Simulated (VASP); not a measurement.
# Be2SO3 (P6/mmm) in VASP: a series of runs, part 2 of 2

VASP 6.6.1. Earlier steps stand in the parts before.

### 3 Single point, PBE, collinear spin, ferromagnetic start

Input file INCAR:

```
  PREC = Accurate
  ENCUT = 520
  EDIFF = 1E-6
  ISMEAR = 0
  SIGMA = 0.1
  LREAL = F
  LASPH = T
  NELM = 150
  ALGO = Normal
  ISIF = 2
  LWAVE = F
  LCHARG = T
  ISPIN = 2
  MAGMOM = 0 0 0 1 1 1
  LORBIT = 11
  GGA = PE
  LELF = T
  LVHAR = T
  NBANDS = 27
```

Input file KPOINTS:

```
Automatic mesh
0
Gamma
  6 6 4
```

Input file POSCAR:

```
Be2SO3
1.0
    4.1347665500      0.0000000000      0.0000000000
   -2.0673832700      3.5808128700      0.0000000000
    0.0000000000      0.0000000000      4.3549025300
Be S O
2 1 3
Direct
    0.3333333300      0.6666666700      0.5000000000
    0.6666666700      0.3333333300      0.5000000000
    0.0000000000      0.0000000000      0.5000000000
    0.5000000000      0.0000000000      0.5000000000
    0.0000000000      0.5000000000      0.5000000000
    0.5000000000      0.5000000000      0.5000000000
```

Potentials or basis: VASP PAW PBE potentials, release 64 (Be, S, O).

On the command line:

```console
cat potpaw_PBE.64/Be/POTCAR potpaw_PBE.64/S/POTCAR potpaw_PBE.64/O/POTCAR > POTCAR
mpirun -np 1 vasp_std > vasp.out
```

It took 26 s on 1 thread of Intel Xeon 6975P-C (Granite Rapids), shared host; peak memory 0.23 GiB.

The run converged. Its results:

```
Free energy            : -19.6168 eV
Pressure               : 125.5 GPa
Band gap on the k mesh : 0.03 eV (least direct gap 0.80 eV)
Net moment             : 0.00 μB per cell
```

Stress tensor (GPa, compression positive):
```
188.33   0.00   0.00
  0.00 188.33   0.00
  0.00   0.00  -0.08
```

Levels at points of the mesh, in eV from the valence-band top:
Spin up:
| k point | band 12 | band 13 | band 14 | band 15 | band 16 | band 17 |
| --- | --- | --- | --- | --- | --- | --- |
| (0.00, 0.00, 0.00) | -2.53 | -0.69 | 0.00 | 3.43 | 5.71 | 5.71 |
| (0.50, 0.00, 0.00) | -2.04 | -1.99 | -0.76 | 0.03 | 4.41 | 6.36 |
| (0.00, 0.00, 0.50) | -2.60 | -0.69 | -0.43 | 5.75 | 5.75 | 6.87 |
| (0.50, 0.00, 0.50) | -2.04 | -1.95 | -1.19 | 0.08 | 4.46 | 7.85 |
Spin down:
```csv
k point,band 10,band 11,band 12,band 13,band 14,band 15,band 16,band 17,band 18,band 19
"(0.00, 0.00, 0.00)",-3.78,-2.53,-2.53,-0.69,0.00,3.43,5.71,5.71,8.12,10.32
"(0.50, 0.00, 0.00)",-5.03,-2.69,-2.04,-1.99,-0.76,0.03,4.41,6.36,6.37,11.11
"(0.00, 0.00, 0.50)",-3.78,-2.60,-2.60,-0.69,-0.43,5.75,5.75,6.87,7.34,9.12
"(0.50, 0.00, 0.50)",-5.30,-2.78,-2.04,-1.95,-1.19,0.08,4.46,7.85,8.74,9.93
```

Caveat: the stress differs along the axes, from -0 to 188 GPa; the smearing spreads over this small gap; this functional lacks dispersion, which binds layers or chains, so the pressure and a relaxed spacing across them are unreliable. A k mesh can miss the band edges.

### 4 Relaxation of cell and atoms, PBE

This run uses another cell than the first one, of 11.95 Å³/atom.

Input file INCAR:

```
ALGO     = Normal         # electronic algorithm
EDIFF    = 1E-6           # SCF threshold, eV
EDIFFG   = -0.04          # ionic threshold
ENCUT    = 600            # plane-wave cutoff, eV
GGA      = PE             # functional
IBRION   = 2              # ionic algorithm
ISIF     = 3              # what is computed and relaxed
ISMEAR   = 0              # smearing method
LASPH    = T              # aspherical terms in the spheres
LCHARG   = F              # write CHGCAR
LREAL    = F              # projectors in reciprocal space
LWAVE    = F              # write WAVECAR
NELM     = 60             # most SCF steps
NSW      = 90             # ionic steps
PREC     = Accurate       # precision mode
SIGMA    = 0.1            # smearing width, eV
```

Input file KPOINTS:

```
k-points
0
Gamma
  6 6 6
```

Input file POSCAR:

```
Be2SO3
1.0
    5.1445428205      0.0000000000      0.0000000000
   -2.5722714102      4.4553047734      0.0000000000
    0.0000000000      0.0000000000      3.1279428848
Be S O
2 1 3
Direct
    0.3333333333      0.6666666667      0.5000000000
    0.6666666667      0.3333333333      0.5000000000
    0.0000000000      0.0000000000      0.5000000000
    0.5000000000      0.0000000000      0.5000000000
    0.0000000000      0.5000000000      0.5000000000
    0.5000000000      0.5000000000      0.5000000000
```

On the command line:

```console
cat potpaw_PBE.64/Be/POTCAR potpaw_PBE.64/S/POTCAR potpaw_PBE.64/O/POTCAR > POTCAR
mpirun -np 1 vasp_std > vasp.out
```

Wall time 43 s (1 thread of Intel Xeon 6975P-C (Granite Rapids), shared host); peak memory 0.23 GiB.

It converged, with:

- Free energy: -33.4765 eV
- Relaxed volume: 12.06 Å³/atom
- Relaxed cell: a = 5.144 Å, b = 5.144 Å, c = 3.158 Å, α = 90.00°, β = 90.00°, γ = 120.00°
- Space group after relaxing (to 0.1 Å): P6/mmm (No. 191)
- Energy gained by relaxing: 0.4 meV/atom
- Ionic steps: 3
- Pressure after relaxing: 0.1 GPa
- Band gap on the k mesh: zero (bands 14 and 15 overlap by 1.82 eV)

Stress tensor (GPa, compression positive):
```
-0.06  0.00  0.00
 0.00 -0.06  0.00
 0.00  0.00  0.42
```

The path:
| step | energy change (eV) | largest force (eV/Å) | pressure (GPa) | volume (Å³) |
| --- | --- | --- | --- | --- |
| 1 | 0.0000 | 0.0000 | 0.22 | 71.69 |
| 2 | -0.0007 | 0.0000 | 0.18 | 71.86 |
| 3 | -0.0023 | 0.0000 | 0.10 | 72.36 |

Final structure:
```yaml
crystal:
  lattice:
    - [5.14430, 0.00000, 0.00000]
    - [-2.57215, 4.45509, 0.00000]
    - [0.00000, 0.00000, 3.15750]
  atoms:
    - { symbol: Be, position: [0.33333, 0.66667, 0.50000] }
    - { symbol: Be, position: [0.66667, 0.33333, 0.50000] }
    - { symbol: S, position: [0.00000, 0.00000, 0.50000] }
    - { symbol: O, position: [0.50000, 0.00000, 0.50000] }
    - { symbol: O, position: [0.00000, 0.50000, 0.50000] }
    - { symbol: O, position: [0.50000, 0.50000, 0.50000] }
```

Levels at points of the mesh, in eV from the Fermi level:
```
           k point  band 10  band 11  band 12  band 13  band 14  band 15  band 16  band 17  band 18
(0.00, 0.00, 0.00)    -2.05    -0.34    -0.34    -0.25     1.02     1.89     1.89     6.13     9.94
(0.50, 0.00, 0.00)    -1.44    -1.27    -1.04    -0.94    -0.35     0.87     1.39     7.79     8.32
(0.00, 0.00, 0.50)    -2.37    -1.88    -1.42    -1.42    -0.16     2.14     2.14     5.67     8.16
(0.50, 0.00, 0.50)    -3.28    -1.83    -1.65    -1.48    -0.81    -0.66     1.67     7.27     8.24
```

Caveat: this functional lacks dispersion, which binds layers or chains, so the pressure and a relaxed spacing across them are unreliable.

### 5 Single point, PBE, collinear spin, ferromagnetic start

This run uses another cell than the first one, of 12.20 Å³/atom.

Input file INCAR:

```
SYSTEM = Be2SO3
  PREC = Accurate
  ENCUT = 520
  EDIFF = 1E-7
  ISMEAR = 0
  SIGMA = 0.1
  LREAL = .False.
  LASPH = .True.
  NELM = 150
  ALGO = Normal
  ISIF = 2
  LWAVE = .False.
  LCHARG = .False.
  ISPIN = 2
  MAGMOM = 0 0 0 1 1 1
  LORBIT = 11
  GGA = PE
  NBANDS = 27
```

Input file KPOINTS:

```
Automatic mesh
0
Gamma
  6 6 6
  0 0 0
```

Changes to POSCAR since step 4:

```diff
@@ -2,5 +2,5 @@
 1.0
-    5.1445428205      0.0000000000      0.0000000000
-   -2.5722714102      4.4553047734      0.0000000000
-    0.0000000000      0.0000000000      3.1279428848
+    5.1469275187      0.0000000000      0.0000000000
+   -2.5734637594      4.4573699826      0.0000000000
+    0.0000000000      0.0000000000      3.1907719574
 Be S O
```

On the command line:

```console
cat potpaw_PBE.64/Be/POTCAR potpaw_PBE.64/S/POTCAR potpaw_PBE.64/O/POTCAR > POTCAR
mpirun -np 1 vasp_std > vasp.out
```

Run time: 61 s. Hardware: 1 thread of Intel Xeon 6975P-C (Granite Rapids), shared host; peak memory 0.26 GiB.

Results (log left out):

```yaml
Free_energy: -33.4881 eV
Pressure: 0.1 GPa
Net_moment: -0.57 μB per cell
Site_moments: Be +0.00; S -0.31; O -0.03 μB
Valence_electrons_inside_the_program's_atomic_spheres: Be 1.58; S 3.32; O 5.07
```

Stress tensor (GPa, compression positive):
```
 0.21  0.00  0.00
 0.00  0.21  0.00
 0.00  0.00 -0.06
```

Levels at points of the mesh, in eV from the Fermi level:
Spin up:
| k point | band 12 | band 13 | band 14 | band 15 | band 16 | band 17 |
| --- | --- | --- | --- | --- | --- | --- |
| (0.00, 0.00, 0.00) | -0.33 | -0.20 | 1.18 | 2.01 | 2.01 | 6.07 |
| (0.50, 0.00, 0.00) | -1.04 | -0.89 | -0.35 | 1.02 | 1.52 | 7.74 |
| (0.00, 0.00, 0.50) | -1.36 | -1.36 | -0.12 | 2.26 | 2.26 | 5.72 |
| (0.50, 0.00, 0.50) | -1.61 | -1.42 | -0.77 | -0.52 | 1.78 | 7.30 |
Spin down:
```csv
k point,band 11,band 12,band 13,band 14,band 15,band 16,band 17,band 18
"(0.00, 0.00, 0.00)",-0.40,-0.40,-0.27,0.55,1.74,1.74,6.03,9.88
"(0.50, 0.00, 0.00)",-1.46,-1.15,-0.96,-0.42,0.40,1.26,7.72,8.17
"(0.00, 0.00, 0.50)",-2.08,-1.42,-1.42,-0.19,1.98,1.98,5.72,8.04
"(0.50, 0.00, 0.50)",-1.93,-1.70,-1.48,-0.89,-0.84,1.51,7.28,8.17
```

Caveat: a moment this small can come from the mesh or the smearing; this functional lacks dispersion, which binds layers or chains, so the pressure and a relaxed spacing across them are unreliable.

### 6 The runs side by side

| task | spin | cell | k mesh | cutoff (eV) | gap on the mesh (eV) | pressure (GPa) | moment (μB) | relaxed volume (Å³/atom) |
| --- | --- | --- | --- | --- | --- | --- | --- | --- |
| relaxation of cell and atoms | off | relaxed from a = 4.135, b = 4.135, c = 4.355 Å, angles 90.0, 90.0, 120.0°, 6 atoms | 6 × 6 × 4 | 600 | none | -0.2 | - | 11.93 |
| single point | collinear, ferromagnetic start | a = 4.135, b = 4.135, c = 4.355 Å, angles 90.0, 90.0, 120.0°, 6 atoms | 6 × 6 × 4 | 520 | 0.03 | 125.5 | 0.00 | - |
| relaxation of cell and atoms | off | relaxed from a = 5.145, b = 5.145, c = 3.128 Å, angles 90.0, 90.0, 120.0°, 6 atoms | 6 × 6 × 6 | 600 | none | 0.1 | - | 12.06 |
| single point | collinear, ferromagnetic start | a = 5.147, b = 5.147, c = 3.191 Å, angles 90.0, 90.0, 120.0°, 6 atoms | 6 × 6 × 6 | 520 | none | 0.1 | 0.57 | - |

Alike in all rows: level PBE; potentials or basis VASP PAW PBE potentials, release 64 (Be, S, O); smearing gaussian 0.1 eV.

Caveats: some runs use coarse meshes; this functional lacks dispersion, which binds layers or chains, so the pressure and a relaxed spacing across them are unreliable; a cell axis changed by over 15 % at a fixed basis, so the end point is rough (at least some runs); the stress differs along the axes, from -0 to 188 GPa (at least some runs); the smearing spreads over this small gap (at least some runs); a moment this small can come from the mesh or the smearing (at least some runs).

Total energies depend on the potentials used, so only differences within one code and one set of settings carry meaning.
